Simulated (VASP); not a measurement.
Li: single point with BLYP

Li:

```
Li
1.0
    -1.75645    1.72042    1.71883
     1.75567   -1.77123    1.76885
     1.77516    1.78994   -1.76963
Li
1
Cartesian
  0.0467 0.0503 -0.0160
```

This cell differs from its parent crystal: the cell strained at random.

| Property | Result |
| --- | --- |
| Program | VASP 6.6.1 |
| Task | single point |
| Functional | BLYP |
| Potentials or basis | VASP PAW PBE potentials, release 64 (Li_sv) |
| Cutoff | 520 eV |
| k mesh | 8 × 8 × 8 |
| Occupations | methfessel-paxton, width 0.1 eV |
| Spin | non-collinear spin, typed start |
| Starting moments | [[-0.079, 0.015, 0.351]] μB |
| Dipole correction | no |
| Further INCAR settings | ALGO = Normal; EDIFF = 1e-06; NBANDS = 14 |

* Band gap on the k mesh: zero (bands 3 and 4 overlap by 8.54 eV)
* Net moment: 0.00 μB per cell
* Valence electrons inside the program's atomic spheres: Li 2.07

Levels at points of the mesh, in eV from the Fermi level:
```csv
k point,band 1,band 2,band 3,band 4,band 5,band 6
"(0.00, 0.00, 0.00)",-47.38,-47.38,-3.49,-3.48,13.35,13.35
"(0.50, 0.00, 0.00)",-47.36,-47.36,0.37,0.38,3.22,3.23
"(0.00, 0.50, 0.00)",-47.37,-47.37,0.22,0.22,3.02,3.03
"(0.50, 0.50, 0.00)",-47.37,-47.37,0.24,0.24,3.04,3.05
"(0.00, 0.00, 0.50)",-47.37,-47.37,0.13,0.14,2.93,2.93
"(0.50, 0.00, 0.50)",-47.37,-47.37,0.22,0.22,3.02,3.02
"(0.00, 0.50, 0.50)",-47.37,-47.37,0.10,0.11,2.90,2.91
"(0.50, 0.50, 0.50)",-47.36,-47.36,5.06,5.06,5.16,5.17
```

Moments on the atoms (μB; x, y, z):
```
Li  0.00 0.00 0.00
```

Run time: 85 s on 1 thread of Intel(R) Xeon(R) Platinum 8488C (Sapphire Rapids), on a shared host, peak memory 0.24 GiB.

Caveat: the cell differs from its parent crystal (the cell strained at random).
